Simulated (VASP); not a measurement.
A run of VASP 6.6.1:

INCAR

```
PREC = Accurate
ENCUT = 520
EDIFF = 1E-7
ISMEAR = 0
SIGMA = 0.05
LREAL = Auto
LASPH = T
NELM = 100
ALGO = Normal
ISIF = 2
LWAVE = F
LCHARG = T
LDIPOL = T
IDIPOL = 3
DIPOL = 0.5 0.5 0.354
LELF = T
LVHAR = T
LVACPOTAV = T
NBANDS = 45
```

Contents of KPOINTS:

```
regular mesh
0
Gamma
  4 8 1
```

Contents of POSCAR:

```
Si3H2C4
1.0
    6.1223116280      0.0000000000      0.0000000000
    0.0000000000      3.0611558140      0.0000000000
    0.0000000000      0.0000000000     19.9960979072
C Si H
8 6 4
Direct
    0.5000000000      0.5000000000      0.2326656844
    0.0000000000      0.5000000000      0.2326656844
    0.7500000000      0.0000000000      0.3409150060
    0.2500000000      0.0000000000      0.3409150060
    0.0000232761      0.5000000000      0.4641680607
    0.5000199418      0.5000000000      0.4471904872
    0.3882849780      0.0000000000      0.5598806535
    0.6118368657      0.0000000000      0.5598806535
    0.2500000000      0.5000000000      0.2867903452
    0.7500000000      0.5000000000      0.2867903452
    0.5000018706      0.0000000000      0.3947696003
   -0.0000126298      0.0000000000      0.4021877499
    0.7228580161      0.5000000000      0.5124718235
    0.2771024475      0.5000000000      0.5124618361
    0.5000000000      0.2236746754      0.1987605550
    0.5000000000      0.7763253246      0.1987605550
    0.0000000000      0.7759774367      0.1986431602
    0.0000000000      0.2240225633      0.1986431602
```

Potentials or basis: VASP PAW LDA potentials, release 64 (C, Si, H).

The run is started by

```bash
$ cat potpaw_LDA.64/C/POTCAR potpaw_LDA.64/Si/POTCAR potpaw_LDA.64/H/POTCAR > POTCAR
$ mpirun -np 1 vasp_std > vasp.out
```

Hardware: 1 thread of AMD EPYC 7R43 64-Core Processor (Zen 3), with other jobs on the host.

Estimate the wall time of this run.

Wall time 18 min on 1 thread of AMD EPYC 7R43 64-Core Processor (Zen 3), with other jobs on the host, peak memory 0.39 GiB. Counts: scf iterations 28, k points 15.
